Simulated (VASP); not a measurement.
# Ga (C2/m) in VASP: further runs

Runs on Ga. Level: PBEsol. Tasks: single point.

Everything below comes from runs of VASP 6.6.1. Logs are shortened: lines on timing, memory, paths and dates and some standing lists are left out, and cuts for length are marked.

### Step 1. The cell of the first run

Symmetry: C2/m, No. 12, monoclinic system. Conventional cell: a = 5.202 Å, b = 3.003 Å, c = 4.865 Å, α = 90.00°, β = 90.00°, γ = 90.00°. Ga (site symmetry m) has 3 Ga at 2.09 to 2.66 Å within 2.8 Å.

### Step 2. Single point, PBEsol (shortest bond scaled by 0.7)

File INCAR:

```
SYSTEM = Ga
PREC = Accurate
ENCUT = 520
EDIFF = 1E-6
ISMEAR = -1
SIGMA = 0.05
LREAL = .False.
LASPH = .True.
NELM = 100
ALGO = Normal
ISIF = 2
LWAVE = .False.
LCHARG = .False.
GGA = PS
NBANDS = 20
```

File KPOINTS:

```
Automatic mesh
0
Gamma
  11 11 6
  0 0 0
```

File POSCAR:

```
Ga
1.0
    3.0031658500      0.0000000000      0.0000000000
   -1.5015829250      2.6008179178      0.0000000000
    0.0000000000      0.0000000000      4.8651286769
Ga
2
Direct
    0.2333333333      0.6166666667      0.1750000000
    0.7666666667      0.3833333333      0.8250000000
```

Potentials or basis: VASP PAW PBE potentials, release 64 (Ga_d).

Launch:

```bash
cat potpaw_PBE.64/Ga_d/POTCAR > POTCAR
mpirun -np 1 vasp_std > vasp.out
```

OUTCAR:

```text
SYSTEM = Ga
   PREC = Accurate
   ENCUT = 520
   EDIFF = 1E-6
   ISMEAR = -1
   LREAL = .False.
   LASPH = .True.
   NELM = 100
   ISIF = 2
   GGA = PS

 ion  position               nearest neighbor table
   1  0.233  0.617  0.175-   2 2.09   2 2.66   2 2.66
   2  0.767  0.383  0.825-   1 2.09   1 2.66   1 2.66

  LATTYP: Found a hexagonal cell.
 ALAT       =     3.0031658500
 C/A-ratio  =     1.6200000000

  Lattice vectors:

 A1 = (   3.0031658500,   0.0000000000,   0.0000000000)
 A2 = (  -1.5015829250,   2.6008179178,   0.0000000000)
 A3 = (   0.0000000000,   0.0000000000,   4.8651286769)

Analysis of symmetry for initial positions (statically):
=====================================================================
 Subroutine PRICEL returns:
 Original cell was already a primitive cell.

 Routine SETGRP: Setting up the symmetry group for a
 hexagonal supercell.

 Subroutine GETGRP returns: Found  4 space group operations
 (whereof  4 operations were pure point group operations)
 out of a pool of 24 trial point group operations.

The static configuration has the point symmetry C_2h.

Analysis of symmetry for dynamics (positions and initial velocities):
=====================================================================
 Subroutine PRICEL returns:
 Original cell was already a primitive cell.

 Routine SETGRP: Setting up the symmetry group for a
 hexagonal supercell.

 Subroutine GETGRP returns: Found  4 space group operations
 (whereof  4 operations were pure point group operations)
 out of a pool of 24 trial point group operations.

The dynamic configuration has the point symmetry C_2h.

 Subroutine INISYM returns: Found  4 space group operations
 (whereof  4 operations are pure point group operations),
 and found     1 'primitive' translations

----------------------------------------------------------------------------------------

                                     Primitive cell

  volume of cell :      38.0000

  direct lattice vectors                    reciprocal lattice vectors
     3.003165850  0.000000000  0.000000000     0.332981943  0.192247214  0.000000000
    -1.501582925  2.600817918  0.000000000     0.000000000  0.384494429  0.000000000
     0.000000000  0.000000000  4.865128677     0.000000000  0.000000000  0.205544409

  length of vectors
     3.003165850  3.003165850  4.865128677     0.384494429  0.384494429  0.205544409

  position of ions in fractional coordinates (direct lattice)
     0.233333333  0.616666667  0.175000000
     0.766666667  0.383333333  0.825000000

  ion indices of the primitive-cell ions
   primitive index   ion index
                 1           1
                 2           2

----------------------------------------------------------------------------------------

 KPOINTS: Automatic mesh

Automatic generation of k-mesh.
 Grid dimensions read from file:
 generate k-points for:   11   11    6

 Generating k-lattice:

  Cartesian coordinates                     Fractional coordinates (reciprocal lattice)
     0.030271086  0.017477019  0.000000000     0.090909091  0.000000000  0.000000000
     0.000000000  0.034954039  0.000000000     0.000000000  0.090909091  0.000000000
     0.000000000  0.000000000  0.034257402     0.000000000  0.000000000  0.166666667

  Length of vectors
     0.034954039  0.034954039  0.034257402

  Shift w.r.t. Gamma in fractional coordinates (k-lattice)
     0.000000000  0.000000000  0.000000000

 Subroutine IBZKPT returns following result:
 ===========================================

 Found    204 irreducible k-points:

 Following reciprocal coordinates:
            Coordinates               Weight
  0.000000  0.000000  0.000000      1.000000
  0.090909  0.000000  0.000000      2.000000
  0.000000  0.090909  0.000000      4.000000
  0.181818  0.000000  0.000000      2.000000
  0.000000  0.181818  0.000000      4.000000
  0.272727  0.000000  0.000000      2.000000
[... 16 lines left out ...]
  0.454545  0.090909  0.000000      2.000000
 -0.090909 -0.454545  0.000000      4.000000
 [... further k-points ...]
   k-points           NKPTS =    204   k-points in BZ     NKDIM =    204   number of bands    NBANDS=     20
   number of dos      NEDOS =    301   number of ions     NIONS =      2
   total plane-waves  NPLWV =  20736
   dimension x,y,z NGX =    24 NGY =   24 NGZ =   36
   dimension x,y,z NGXF=    48 NGYF=   48 NGZF=   72
   ions per type =               2
   NGX,Y,Z   is equivalent  to a cutoff of  13.29, 13.29, 12.30 a.u.
   NGXF,Y,Z  is equivalent  to a cutoff of  26.57, 26.57, 24.60 a.u.
 SYSTEM =  Ga
   PREC   = accura    normal or accurate (medium, high low for compatibility)
   ISTART =      0    job   : 0-new  1-cont  2-samecut
   ICHARG =      2    charge: 1-file 2-atom 10-const
   ISPIN  =      1    spin polarized calculation?
   LNONCOLLINEAR =      F non collinear calculations
   LSORBIT =      F    spin-orbit coupling
   LASPH  =      T    aspherical Exc in radial PAW
   ENCUT  =  520.0 eV  38.22 Ry    6.18 a.u.   5.58  5.58  9.05*2*pi/ulx,y,z
   NELM   =    100;   NELMIN=  2; NELMDL= -5     # of ELM steps
   EDIFF  = 0.1E-05   stopping-criterion for ELM
   LREAL  =      F    real-space projection
   EDIFFG = 0.1E-04   stopping-criterion for IOM
   NSW    =      0    number of steps for IOM
   IBRION =     -1    ionic relax: 0-MD 1-quasi-New 2-CG
   NFREE  =      0    steps in history (QN), initial steepest desc. (CG)
   ISIF   =      2    stress and relaxation
   ISYM   =      2    0-nonsym 1-usesym 2-fastsym
   POTIM  = 0.5000    time-step for ionic-motion
   TEBEG  =    0.0;   TEEND  =   0.0 temperature during run
   PSTRESS=    0.0 pullay stress
   NELECT =      26.0000    total number of electrons
   NUPDOWN=      -1.0000    fix difference up-down
   EMIN   =  10.00;   EMAX   =-10.00  energy-range for DOS
   EFERMI =   0.00;   METHOD = LEGACY
   ISMEAR =    -1;   SIGMA  =   0.05  broadening in eV -4-tet -1-fermi 0-gaus
   EFERMI_NEDOS =   21; number of points for ismear=-14 and -15
   IALGO  =     38    algorithm
   IMIX   =      4    mixing-type and parameters
     AMIX     =   0.40;   BMIX     =  1.00
     AMIX_MAG =   1.60;   BMIX_MAG =  1.00
  volume/ion in A,a.u.               =      19.00       128.22
  Fermi-wavevector in a.u.,A,eV,Ry     =   1.442574  2.726069 28.313990  2.081020
  Thomas-Fermi vector in A             =   2.561079
   LORBIT       =      0    0 simple, 1 ext, 2 COOP (PROOUT), +10 PAW based schemes
   GGA     = PS    functional components
   LHFCALC =     F    Hartree Fock is set to
   AEXX    =    0.0000 exact exchange contribution
   IVDW    =     0    specifies the selected vdW correction
   LEPSILON=     F    determine dielectric tensor
   LRPA    =     F    only Hartree local field effects (RPA)
 non-spin polarized calculation
  energy-cutoff  :      520.00
  volume of cell :       38.00
 maximum number of plane-waves:      1044
   NGX = 11   NGY = 11   NGZ = 19

 number of electron      25.9999988 magnetization

 Free energy of the ion-electron system (eV)
  ---------------------------------------------------
  ext. energy  EPLUGINS =         0.00000000
  ---------------------------------------------------
  free energy    TOTEN  =        -5.19530850 eV

  energy without entropy =       -5.18656602  energy(sigma->0) =       -5.19093726

 E-fermi :   5.3189     XC(G=0): -10.9367

 val. band max:        5.3182805155   @ k =   0.1818   0.1818   0.1667
 cond. band min:       5.3473647107   @ k =  -0.1818  -0.4545   0.3333
 fundamental gap:      0.0290841952
 Fermi energy:         5.3189343670

 k-point     1 :       0.0000    0.0000    0.0000
  band No.  band energies     occupation
      1     -10.6257      2.00000
      2     -10.3721      2.00000
      3     -10.2156      2.00000
      4     -10.0771      2.00000
      5      -9.9329      2.00000
      6      -9.8796      2.00000
[... 12 lines left out ...]
     19      18.5942      0.00000
     20      20.0414      0.00000

 k-point     2 :       0.0909    0.0000    0.0000
  band No.  band energies     occupation
      1     -10.6337      2.00000
      2     -10.3475      2.00000
      3     -10.2076      2.00000
      4     -10.0612      2.00000
      5      -9.9623      2.00000
      6      -9.8658      2.00000
[... 12 lines left out ...]
     19      19.5562      0.00000
     20      20.4467      0.00000

 k-point     3 :       0.0000    0.0909    0.0000
  band No.  band energies     occupation
      1     -10.6268      2.00000
      2     -10.3606      2.00000
      3     -10.2223      2.00000
      4     -10.0775      2.00000
      5      -9.9231      2.00000
      6      -9.8699      2.00000
[... 12 lines left out ...]
     19      19.7089      0.00000
     20      20.1823      0.00000

 k-point     4 :       0.1818    0.0000    0.0000
  band No.  band energies     occupation
      1     -10.6509      2.00000
      2     -10.2893      2.00000
      3     -10.1897      2.00000
      4     -10.0176      2.00000
      5     -10.0169      2.00000
      6      -9.8528      2.00000
[... 12 lines left out ...]
     19      17.2681      0.00000
     20      20.5711      0.00000

 k-point     5 :       0.0000    0.1818    0.0000
  band No.  band energies     occupation
      1     -10.6288      2.00000
      2     -10.3427      2.00000
      3     -10.2357      2.00000
      4     -10.0775      2.00000
      5      -9.9002      2.00000
      6      -9.8482      2.00000
[... 12 lines left out ...]
     19      18.8349      0.00000
     20      20.5864      0.00000
[... 353 lines left out ...]
      6      -9.7479      2.00000
[... 12 lines left out ...]
     19      16.2938      0.00000
     20      17.1452      0.00000

 k-point    22 :      -0.4545    0.3636    0.0000
  band No.  band energies     occupation
      1     -10.6363      2.00000
      2     -10.3638      2.00000
      3     -10.2564      2.00000
      4     -10.0880      2.00000
      5      -9.8149      2.00000
      6      -9.8073      2.00000
[... 12 lines left out ...]
     19      16.3036      0.00000
     20      17.1923      0.00000

 k-point    23 :       0.4545    0.0909    0.0000
  band No.  band energies     occupation
      1     -10.6834      2.00000
      2     -10.2026      2.00000
      3     -10.2017      2.00000
      4     -10.1193      2.00000
      5      -9.8491      2.00000
      6      -9.8424      2.00000
[... 12 lines left out ...]
     19      14.7865      0.00000
     20      17.1494      0.00000

 k-point    24 :      -0.0909   -0.4545    0.0000
  band No.  band energies     occupation
      1     -10.6325      2.00000
      2     -10.3762      2.00000
      3     -10.2657      2.00000
      4     -10.0987      2.00000
      5      -9.8356      2.00000
      6      -9.7690      2.00000
[... 12 lines left out ...]
     19      16.1468      0.00000
     20      16.9874      0.00000

 [... further k-points ...]
[... 5 lines left out ...]
  --------------------------------------------------------------------------------------
  -------------------------------------------------------------------------------------
  Total        2.8048090      1.1368342      6.9253859      1.4445085      2.0671389      3.5803890
  in kB      118.2579328     47.9318437    291.9920087     60.9041797     87.1558723    150.9583715
  external PRESSURE =     152.7272617 kB  Pullay stress =       0.0000000 kB

 VOLUME and BASIS-vectors are now :
 -----------------------------------------------------------------------------
  energy-cutoff  :      520.00
  volume of cell :       38.00
      direct lattice vectors                 reciprocal lattice vectors
     3.003165850  0.000000000  0.000000000     0.332981943  0.192247214  0.000000000
    -1.501582925  2.600817918  0.000000000     0.000000000  0.384494429  0.000000000
     0.000000000  0.000000000  4.865128677     0.000000000  0.000000000  0.205544409

 POSITION                                       TOTAL-FORCE (eV/Angst)
 -----------------------------------------------------------------------------------
     -0.22524      1.60384      0.85140         2.020047      1.166275      5.215655
      1.72682      0.99698      4.01373        -2.020047     -1.166275     -5.215655
 -----------------------------------------------------------------------------------
    total drift:                               -0.000000      0.000000      0.000000

  FREE ENERGIE OF THE ION-ELECTRON SYSTEM (eV)
  ---------------------------------------------------
  free  energy   TOTEN  =        -5.1953085017 eV

  energy  without entropy=       -5.1865660157  energy(sigma->0) =       -5.19093726
```

Run time: 57 s. Hardware: 1 thread of AMD EPYC 9R45 (Zen 5), shared host; peak memory 0.21 GiB.

Results:

```yaml
Free_energy: -5.1953 eV
Pressure: 15.3 GPa
Largest_force: 5.713 eV/Å
Band_gap_on_the_k_mesh: zero (band 13 reaches 8.27 eV, above the bottom of band 14 at 3.40 eV)
```

Forces in eV/Å, atoms in the order of the input:
```
Ga   2.020  1.166  5.216
Ga  -2.020 -1.166 -5.216
```

Caveat: the cell differs from its parent crystal (shortest bond scaled by 0.7); the PAW data sets were made with another functional, which shifts forces and pressure a little.

### Step 3. Single point, PBEsol (shortest bond scaled by 0.64)

File INCAR:

```
PREC = Accurate
ENCUT = 520
EDIFF = 1E-6
ISMEAR = -1
SIGMA = 0.05
LREAL = F
LASPH = T
NELM = 80
ALGO = Normal
ISIF = 2
LWAVE = F
LCHARG = F
GGA = PS
NBANDS = 20
```

File KPOINTS:

```
Automatic mesh
0
Gamma
  11 11 6
```

File POSCAR:

```
Ga
1.0
    3.0031658500      0.0000000000      0.0000000000
   -1.5015829250      2.6008179178      0.0000000000
    0.0000000000      0.0000000000      4.8651286769
Ga
2
Direct
    0.2133333333      0.6066666667      0.1600000000
    0.7866666667      0.3933333333      0.8400000000
```

Potentials or basis: VASP PAW PBE potentials, release 64 (Ga_d).

Launch:

```bash
cat potpaw_PBE.64/Ga_d/POTCAR > POTCAR
mpirun -np 1 vasp_std > vasp.out
```

Run time: 61 s. Hardware: 1 thread of AMD EPYC 9R45 (Zen 5), shared host; peak memory 0.21 GiB.

Results (log left out):

```
Free energy            : -3.7743 eV
Pressure               : 30.4 GPa
Largest force          : 10.988 eV/Å
Band gap on the k mesh : zero (band 13 reaches 8.14 eV, above the bottom of band 14 at 3.23 eV)
```

Forces in eV/Å, atoms in the order of the input:
```
Ga   4.684  2.704  9.565
Ga  -4.684 -2.704 -9.565
```

Stress tensor (GPa, compression positive):
```
25.25 12.22 31.73
12.22 11.14 18.32
31.73 18.32 54.91
```

Levels at points of the mesh, in eV from the Fermi level:
```
           k point  band 10  band 11  band 12  band 13  band 14  band 15  band 16  band 17
(0.00, 0.00, 0.00)   -14.68   -12.39    -4.47    -2.68     7.96     8.83     9.98    10.45
(0.00, 0.00, 0.50)   -14.68   -12.11    -6.97     2.52     6.53     8.27     9.03    10.12
```

Caveat: the cell differs from its parent crystal (shortest bond scaled by 0.64); the PAW data sets were made with another functional, which shifts forces and pressure a little.

### Step 4. Single point, PBEsol (shortest bond scaled by 0.58)

File INCAR:

```
SYSTEM = Ga
PREC = Accurate ; ENCUT = 520
EDIFF = 1E-6 ; ISMEAR = -1
SIGMA = 0.05 ; LREAL = .FALSE.
LASPH = .TRUE. ; NELM = 60
ALGO = Normal ; ISIF = 2
LWAVE = .FALSE. ; LCHARG = .FALSE.
GGA = PS ; NBANDS = 20
```

File KPOINTS:

```
regular mesh
0
G
  11 11 6
  0 0 0
```

File POSCAR:

```
Ga
1.0
    3.0031658500      0.0000000000      0.0000000000
   -1.5015829250      2.6008179178      0.0000000000
    0.0000000000      0.0000000000      4.8651286769
Ga
2
Direct
    0.1933333333      0.5966666667      0.1450000000
    0.8066666667      0.4033333333      0.8550000000
```

Launch:

```bash
cat potpaw_PBE.64/Ga_d/POTCAR > POTCAR
mpirun -np 1 vasp_std > vasp.out
```

It took 62 s on 1 thread of AMD EPYC 9R45 (Zen 5), shared host; peak memory 0.21 GiB.

Results (log left out):

```yaml
Free_energy: -0.9971 eV
Pressure: 54.7 GPa
Largest_force: 20.978 eV/Å
Band_gap_on_the_k_mesh: zero (band 13 reaches 8.21 eV, above the bottom of band 14 at 3.33 eV)
```

Forces in eV/Å, atoms in the order of the input:
```
Ga    9.801   5.658  17.663
Ga   -9.801  -5.658 -17.663
```

Stress tensor (GPa, compression positive):
```
45.68 22.06 59.23
22.06 20.21 34.20
59.23 34.20 98.07
```

Levels at points of the mesh, in eV from the Fermi level:
```
           k point  band 10  band 11  band 12  band 13  band 14  band 15  band 16  band 17
(0.00, 0.00, 0.00)   -14.80   -12.64    -4.35    -2.27     8.03     8.25     9.86    10.16
(0.00, 0.00, 0.50)   -14.80   -12.41    -6.63     2.70     6.77     8.29     8.42     9.91
```

Caveat: the cell differs from its parent crystal (shortest bond scaled by 0.58); the PAW data sets were made with another functional, which shifts forces and pressure a little.
